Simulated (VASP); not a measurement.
# Ag (Pm-3m) in VASP: further runs, part 2 of 2

VASP 6.6.1.

## 4. Single point, PBEsol (volume scaled by 0.52)

File INCAR:

```
SYSTEM = Ag
PREC     = Accurate       ! precision mode
ENCUT    = 520            ! plane-wave cutoff, eV
EDIFF    = 1E-6           ! SCF threshold, eV
ISMEAR   = -1             ! smearing method
SIGMA    = 0.05           ! smearing width, eV
LREAL    = .FALSE.        ! projectors in reciprocal space
LASPH    = .TRUE.         ! aspherical terms in the spheres
NELM     = 60             ! most SCF steps
ALGO     = Normal         ! electronic algorithm
ISIF     = 2              ! what is computed and relaxed
LWAVE    = .FALSE.        ! write WAVECAR
LCHARG   = .TRUE.         ! write CHGCAR
GGA      = PS             ! functional
LELF     = .TRUE.         ! ELF
LVHAR    = .TRUE.       
NBANDS   = 12             ! bands
```

File KPOINTS:

```
regular mesh
0
G
  16 16 16
  0 0 0
```

File POSCAR:

```
Ag
1.0
    2.1594208319      0.0000000000      0.0000000000
    0.0000000000      2.1594208319      0.0000000000
    0.0000000000      0.0000000000      2.1594208319
Ag
1
Direct
    0.0000000000      0.0000000000      0.0000000000
```

Potentials or basis: VASP PAW PBE potentials, release 64 (Ag).

Run with:

```console
$ cat potpaw_PBE.64/Ag/POTCAR > POTCAR
$ mpirun -np 1 vasp_std > vasp.out
```

OUTCAR:

```text
SYSTEM = Ag
   PREC = Accurate
   ENCUT = 520
   EDIFF = 1E-6
   ISMEAR = -1
   LREAL = .FALSE.
   LASPH = .TRUE.
   NELM = 60
   ISIF = 2
   GGA = PS

 ion  position               nearest neighbor table
   1  0.000  0.000  0.000-

  LATTYP: Found a simple cubic cell.
 ALAT       =     2.1594208319

  Lattice vectors:

 A1 = (   2.1594208319,   0.0000000000,   0.0000000000)
 A2 = (   0.0000000000,   2.1594208319,   0.0000000000)
 A3 = (   0.0000000000,   0.0000000000,   2.1594208319)

Analysis of symmetry for initial positions (statically):
=====================================================================
 Subroutine PRICEL returns:
 Original cell was already a primitive cell.

 Routine SETGRP: Setting up the symmetry group for a
 simple cubic supercell.

 Subroutine GETGRP returns: Found 48 space group operations
 (whereof 48 operations were pure point group operations)
 out of a pool of 48 trial point group operations.

The static configuration has the point symmetry O_h .

Analysis of symmetry for dynamics (positions and initial velocities):
=====================================================================
 Subroutine PRICEL returns:
 Original cell was already a primitive cell.

 Routine SETGRP: Setting up the symmetry group for a
 simple cubic supercell.

 Subroutine GETGRP returns: Found 48 space group operations
 (whereof 48 operations were pure point group operations)
 out of a pool of 48 trial point group operations.

The dynamic configuration has the point symmetry O_h .

 Subroutine INISYM returns: Found 48 space group operations
 (whereof 48 operations are pure point group operations),
 and found     1 'primitive' translations

----------------------------------------------------------------------------------------

                                     Primitive cell

  volume of cell :      10.0696

  direct lattice vectors                    reciprocal lattice vectors
     2.159420832  0.000000000  0.000000000     0.463087132  0.000000000  0.000000000
     0.000000000  2.159420832  0.000000000     0.000000000  0.463087132  0.000000000
     0.000000000  0.000000000  2.159420832     0.000000000  0.000000000  0.463087132

  length of vectors
     2.159420832  2.159420832  2.159420832     0.463087132  0.463087132  0.463087132

  position of ions in fractional coordinates (direct lattice)
     0.000000000  0.000000000  0.000000000

  ion indices of the primitive-cell ions
   primitive index   ion index
                 1           1

----------------------------------------------------------------------------------------

 KPOINTS: regular mesh

Automatic generation of k-mesh.
 Grid dimensions read from file:
 generate k-points for:   16   16   16

 Generating k-lattice:

  Cartesian coordinates                     Fractional coordinates (reciprocal lattice)
     0.028942946  0.000000000  0.000000000     0.062500000  0.000000000  0.000000000
     0.000000000  0.028942946  0.000000000     0.000000000  0.062500000  0.000000000
     0.000000000  0.000000000  0.028942946     0.000000000  0.000000000  0.062500000

  Length of vectors
     0.028942946  0.028942946  0.028942946

  Shift w.r.t. Gamma in fractional coordinates (k-lattice)
     0.000000000  0.000000000  0.000000000

 Subroutine IBZKPT returns following result:
 ===========================================

 Found    165 irreducible k-points:

 Following reciprocal coordinates:
            Coordinates               Weight
  0.000000  0.000000  0.000000      1.000000
  0.062500  0.000000  0.000000      6.000000
  0.125000  0.000000  0.000000      6.000000
  0.187500  0.000000  0.000000      6.000000
  0.250000  0.000000  0.000000      6.000000
  0.312500  0.000000  0.000000      6.000000
[... 16 lines left out ...]
  0.437500  0.125000  0.000000     24.000000
  0.500000  0.125000  0.000000     12.000000
 [... further k-points ...]
   k-points           NKPTS =    165   k-points in BZ     NKDIM =    165   number of bands    NBANDS=     12
   number of dos      NEDOS =    301   number of ions     NIONS =      1
   total plane-waves  NPLWV =   4096
   dimension x,y,z NGX =    16 NGY =   16 NGZ =   16
   dimension x,y,z NGXF=    32 NGYF=   32 NGZF=   32
   ions per type =               1
   NGX,Y,Z   is equivalent  to a cutoff of  12.32, 12.32, 12.32 a.u.
   NGXF,Y,Z  is equivalent  to a cutoff of  24.64, 24.64, 24.64 a.u.
 SYSTEM =  Ag
   PREC   = accura    normal or accurate (medium, high low for compatibility)
   ISTART =      0    job   : 0-new  1-cont  2-samecut
   ICHARG =      2    charge: 1-file 2-atom 10-const
   ISPIN  =      1    spin polarized calculation?
   LNONCOLLINEAR =      F non collinear calculations
   LSORBIT =      F    spin-orbit coupling
   LASPH  =      T    aspherical Exc in radial PAW
   ENCUT  =  520.0 eV  38.22 Ry    6.18 a.u.   4.02  4.02  4.02*2*pi/ulx,y,z
   NELM   =     60;   NELMIN=  2; NELMDL= -5     # of ELM steps
   EDIFF  = 0.1E-05   stopping-criterion for ELM
   LREAL  =      F    real-space projection
   EDIFFG = 0.1E-04   stopping-criterion for IOM
   NSW    =      0    number of steps for IOM
   IBRION =     -1    ionic relax: 0-MD 1-quasi-New 2-CG
   NFREE  =      0    steps in history (QN), initial steepest desc. (CG)
   ISIF   =      2    stress and relaxation
   ISYM   =      2    0-nonsym 1-usesym 2-fastsym
   POTIM  = 0.5000    time-step for ionic-motion
   TEBEG  =    0.0;   TEEND  =   0.0 temperature during run
   PSTRESS=    0.0 pullay stress
   NELECT =      11.0000    total number of electrons
   NUPDOWN=      -1.0000    fix difference up-down
   EMIN   =  10.00;   EMAX   =-10.00  energy-range for DOS
   EFERMI =   0.00;   METHOD = LEGACY
   ISMEAR =    -1;   SIGMA  =   0.05  broadening in eV -4-tet -1-fermi 0-gaus
   EFERMI_NEDOS =   21; number of points for ismear=-14 and -15
   IALGO  =     38    algorithm
   IMIX   =      4    mixing-type and parameters
     AMIX     =   0.40;   BMIX     =  1.00
     AMIX_MAG =   1.60;   BMIX_MAG =  1.00
  volume/ion in A,a.u.               =      10.07        67.95
  Fermi-wavevector in a.u.,A,eV,Ry     =   1.686042  3.186158 38.677802  2.842738
  Thomas-Fermi vector in A             =   2.768778
   LORBIT       =      0    0 simple, 1 ext, 2 COOP (PROOUT), +10 PAW based schemes
   GGA     = PS    functional components
   LHFCALC =     F    Hartree Fock is set to
   AEXX    =    0.0000 exact exchange contribution
   IVDW    =     0    specifies the selected vdW correction
   LEPSILON=     F    determine dielectric tensor
   LRPA    =     F    only Hartree local field effects (RPA)
 non-spin polarized calculation
  energy-cutoff  :      520.00
  volume of cell :       10.07
 maximum number of plane-waves:       286
   NGX =  9   NGY =  9   NGZ =  9

 number of electron      10.9999991 magnetization

 Free energy of the ion-electron system (eV)
  ---------------------------------------------------
  ext. energy  EPLUGINS =         0.00000000
  ---------------------------------------------------
  free energy    TOTEN  =         2.05962850 eV

  energy without entropy =        2.06099714  energy(sigma->0) =        2.06031282

 E-fermi :  18.3246     XC(G=0): -15.7061

 val. band max:       18.3105338829   @ k =   0.5000   0.5000   0.3750
 cond. band min:      18.3356361343   @ k =   0.5000   0.5000   0.4375
 fundamental gap:      0.0251022514
 Fermi energy:        18.3246098753

 k-point     1 :       0.0000    0.0000    0.0000
  band No.  band energies     occupation
      1       5.9146      2.00000
      2       6.3401      2.00000
      3       6.3401      2.00000
      4      15.6374      2.00000
      5      15.6374      2.00000
      6      15.6374      2.00000
      7      37.4087      0.00000
      8      37.4087      0.00000
      9      37.4087      0.00000
     10      47.3303      0.00000
     11      47.3303      0.00000
     12      47.8655      0.00000

 k-point     2 :       0.0625    0.0000    0.0000
  band No.  band energies     occupation
      1       6.0602      2.00000
      2       6.3745      2.00000
      3       6.5321      2.00000
      4      15.4746      2.00000
      5      15.4746      2.00000
      6      15.6500      2.00000
      7      36.4042      0.00000
      8      37.7038      0.00000
      9      37.7038      0.00000
     10      46.1609      0.00000
     11      47.5215      0.00000
     12      48.8643      0.00000
[... 316 lines left out ...]
 k-point    24 :       0.5000    0.1250    0.0000
  band No.  band energies     occupation
      1       7.7328      2.00000
      2       9.3757      2.00000
      3      10.2070      2.00000
      4      12.2719      2.00000
      5      15.4450      2.00000
      6      16.8597      2.00000
      7      24.5851      0.00000
      8      36.6790      0.00000
      9      41.9550      0.00000
     10      43.6481      0.00000
     11      47.9022      0.00000
     12      51.4308      0.00000

 [... further k-points ...]
[... 5 lines left out ...]
  --------------------------------------------------------------------------------------
  -------------------------------------------------------------------------------------
  Total       21.0709522     21.0709522     21.0709522      0.0000000      0.0000000     -0.0000000
  in kB     3352.6088236   3352.6088236   3352.6088236      0.0000000      0.0000000     -0.0000000
  external PRESSURE =    3352.6088236 kB  Pullay stress =       0.0000000 kB

 VOLUME and BASIS-vectors are now :
 -----------------------------------------------------------------------------
  energy-cutoff  :      520.00
  volume of cell :       10.07
      direct lattice vectors                 reciprocal lattice vectors
     2.159420832  0.000000000  0.000000000     0.463087132  0.000000000  0.000000000
     0.000000000  2.159420832  0.000000000     0.000000000  0.463087132  0.000000000
     0.000000000  0.000000000  2.159420832     0.000000000  0.000000000  0.463087132

 POSITION                                       TOTAL-FORCE (eV/Angst)
 -----------------------------------------------------------------------------------
      0.00000      0.00000      0.00000         0.000000      0.000000      0.000000
 -----------------------------------------------------------------------------------
    total drift:                               -0.000000      0.000000      0.000000

  FREE ENERGIE OF THE ION-ELECTRON SYSTEM (eV)
  ---------------------------------------------------
  free  energy   TOTEN  =         2.0596284978 eV

  energy  without entropy=        2.0609971410  energy(sigma->0) =        2.06031282
```

It took 4.6 s on 1 thread of Intel Xeon 6975P-C, shared host; peak memory 0.13 GiB.

Results:

```yaml
Free_energy: 2.0596 eV
Pressure: 335.3 GPa
```

Levels at points of the mesh, in eV from the Fermi level:
| k point | band 3 | band 4 | band 5 | band 6 | band 7 | band 8 |
| --- | --- | --- | --- | --- | --- | --- |
| (0.00, 0.00, 0.00) | -11.98 | -2.69 | -2.69 | -2.69 | 19.08 | 19.08 |
| (0.50, 0.00, 0.00) | -6.15 | -6.15 | -3.48 | -2.35 | 6.29 | 17.87 |
| (0.50, 0.50, 0.00) | -5.47 | -5.47 | -0.21 | 4.76 | 4.76 | 14.25 |
| (0.50, 0.50, 0.50) | -11.04 | 0.02 | 0.02 | 8.04 | 14.68 | 14.68 |

Caveat: the PAW data sets were made with another functional, which shifts forces and pressure a little.

## 5. Single point, PBEsol (volume scaled by 0.52)

File INCAR:

```
  PREC = Accurate
  ENCUT = 520
  EDIFF = 1E-7
  ISMEAR = -1
  SIGMA = 0.05
  LREAL = F
  LASPH = T
  NELM = 80
  ALGO = Normal
  ISIF = 2
  LWAVE = F
  LCHARG = F
  GGA = PS
  NBANDS = 12
```

File KPOINTS:

```
Automatic mesh
0
Gamma
  16 16 16
```

POSCAR is that of step 4.

Run with:

```console
$ cat potpaw_PBE.64/Ag/POTCAR > POTCAR
$ mpirun -np 1 vasp_std > vasp.out
```

Wall time 4.6 s (1 thread of Intel Xeon 6975P-C, shared host); peak memory 0.13 GiB.

It converged, with:

| Item | Value |
| --- | --- |
| Free energy | 2.0596 eV |
| Pressure | 335.3 GPa |

Levels at points of the mesh, in eV from the Fermi level:
| k point | band 3 | band 4 | band 5 | band 6 | band 7 | band 8 |
| --- | --- | --- | --- | --- | --- | --- |
| (0.00, 0.00, 0.00) | -11.98 | -2.69 | -2.69 | -2.69 | 19.08 | 19.08 |
| (0.50, 0.00, 0.00) | -6.15 | -6.15 | -3.48 | -2.35 | 6.29 | 17.87 |
| (0.50, 0.50, 0.00) | -5.47 | -5.47 | -0.21 | 4.76 | 4.76 | 14.25 |
| (0.50, 0.50, 0.50) | -11.04 | 0.02 | 0.02 | 8.04 | 14.68 | 14.68 |

Caveat: the PAW data sets were made with another functional, which shifts forces and pressure a little.

## 6. Single point, PBEsol (volume scaled by 0.6)

File INCAR:

```
SYSTEM = Ag
PREC = Accurate
ENCUT = 520
EDIFF = 1E-6
ISMEAR = -1
SIGMA = 0.05
LREAL = .FALSE.
LASPH = .TRUE.
NELM = 100
ALGO = Normal
ISIF = 2
LWAVE = .FALSE.
LCHARG = .TRUE.
GGA = PS
LELF = .TRUE.
LVHAR = .TRUE.
NBANDS = 12
```

File KPOINTS:

```
regular mesh
0
G
  16 16 16
  0 0 0
```

File POSCAR:

```
Ag
1.0
    2.2649220280      0.0000000000      0.0000000000
    0.0000000000      2.2649220280      0.0000000000
    0.0000000000      0.0000000000      2.2649220280
Ag
1
Direct
    0.0000000000      0.0000000000      0.0000000000
```

Potentials or basis: VASP PAW PBE potentials, release 64 (Ag).

Run with:

```console
$ cat potpaw_PBE.64/Ag/POTCAR > POTCAR
$ mpirun -np 1 vasp_std > vasp.out
```

Wall time 9 s (1 thread of Intel Xeon 6975P-C, shared host); peak memory 0.14 GiB.

Results (log left out):

```
Free energy : -0.3578 eV
Pressure    : 180.7 GPa
```

Levels at points of the mesh, in eV from the Fermi level:
| k point | band 3 | band 4 | band 5 | band 6 | band 7 | band 8 |
| --- | --- | --- | --- | --- | --- | --- |
| (0.00, 0.00, 0.00) | -10.03 | -2.55 | -2.55 | -2.55 | 18.27 | 18.27 |
| (0.50, 0.00, 0.00) | -5.24 | -5.24 | -2.62 | -2.29 | 5.17 | 18.31 |
| (0.50, 0.50, 0.00) | -4.73 | -4.73 | -0.58 | 4.65 | 4.65 | 13.30 |
| (0.50, 0.50, 0.50) | -9.14 | -0.41 | -0.41 | 9.16 | 13.10 | 13.10 |

Caveat: the PAW data sets were made with another functional, which shifts forces and pressure a little.

## 7. Overview

```csv
cell,gap on the mesh (eV),pressure (GPa)
"a = 2.058 Å, 1 atom",none,585.9
"a = 2.159 Å, 1 atom",none,335.3
"a = 2.265 Å, 1 atom",none,180.7
```

Alike in all rows: task single point; level PBEsol; potentials or basis VASP PAW PBE potentials, release 64 (Ag); no spin polarisation; k mesh 16 × 16 × 16; cutoff (eV) 520; smearing fermi-dirac 0.05 eV.

Caveats: the PAW data sets were made with another functional, which shifts forces and pressure a little.

Absolute energies hang on the potentials; compare differences alone.
